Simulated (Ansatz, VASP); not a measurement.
## Two plane-wave programs on Sn5Ge

```
Sn Ge
1.0
     3.45391    0.00000    0.00000
    -1.72696    2.99118    0.00000
     0.00000    0.00000   15.77257
Sn Ge
5 1
Direct
  0.66667 0.33333 0.64771
  0.33333 0.66667 0.35229
  0.66667 0.33333 0.16810
  0.00000 0.00000 0.00000
  0.33333 0.66667 0.83190
  0.00000 0.00000 0.50000
```

Alike in both runs: functional PBE; k mesh 6 × 6 × 1; occupations gaussian, width 0.1 eV; no spin polarisation.

Ansatz relaxed the structure, and its values are those at the end. VASP's run is a single point on that final structure, the one shown.

|  | VASP | Ansatz |
| --- | --- | --- |
| version | VASP 6.6.1 | Ansatz 0.2.0 |
| potentials or method | VASP PAW PBE potentials, release 64 (Sn_d, Ge_d), cutoff 520 eV | scalar-relativistic, plane waves, PAW |
| valence electrons in the cell | 84 | 84 |

|  | VASP | Ansatz | Ansatz less VASP |
| --- | --- | --- | --- |
| gap on the k mesh at the Fermi level (eV) | none | none | - |
| pressure (GPa) | 0.0 | 0.0 | +0.06 |
| rms of the force components (eV/Å) | 0.004 | 0.003 | -0.0010 |

A gap of «none» marks a metal or a gap that the smearing closes.

The k mesh is coarse, so the values compare programs but aren't converged.
